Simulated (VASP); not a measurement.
Write the native input for VASP 6.6.1 that does the following.

| Property | Result |
| --- | --- |
| Task | single point |
| Functional | PBEsol |
| Potentials or basis | VASP PAW PBE potentials, release 64 (Na_pv, I) |
| Cutoff | 520 eV |
| k mesh | 8 × 8 × 8 |
| Occupations | gaussian, width 0.01 eV |
| Spin | no spin polarisation |
| Dipole correction | no |
| Further INCAR settings | ALGO = Normal; EDIFF = 1e-06; NBANDS = 14 |

The structure of NaI lies in POSCAR:

```
NaI
1.0
    0.0000000000      2.9611973512      2.9611973512
    2.9611973512      0.0000000000      2.9611973512
    2.9611973512      2.9611973512      0.0000000000
Na I
1 1
Direct
    0.0000000000      0.0000000000      0.0000000000
    0.5000000000      0.5000000000      0.5000000000
```

These files were run (other wordings do the same):

INCAR

```
SYSTEM = NaI
PREC = Accurate
ENCUT = 520
EDIFF = 1E-6
ISMEAR = 0
SIGMA = 0.01
LREAL = .False.
LASPH = .True.
NELM = 60
ALGO = Normal
ISIF = 2
LWAVE = .False.
LCHARG = .True.
GGA = PS
LELF = .True.
LVHAR = .True.
NBANDS = 14
```

KPOINTS

```
regular mesh
0
Gamma
  8 8 8
  0 0 0
```

Potentials or basis: VASP PAW PBE potentials, release 64 (Na_pv, I).

The run is started by

```console
$ cat potpaw_PBE.64/Na_pv/POTCAR potpaw_PBE.64/I/POTCAR > POTCAR
$ mpirun -np 1 vasp_std > vasp.out
```

Results of the run:

The pressure is 7.1 GPa and the band gap on the k mesh is 4.38 eV, direct.

Caveat: the PAW data sets were made with another functional, which shifts forces and pressure a little; spin-orbit coupling is left out, which moves the levels of the heavy elements.

It took 18 s on 1 thread of Intel(R) Xeon(R) Platinum 8259CL CPU @ 2.50GHz (Skylake/Cascade Lake), with other jobs on the host, peak memory 0.18 GiB.
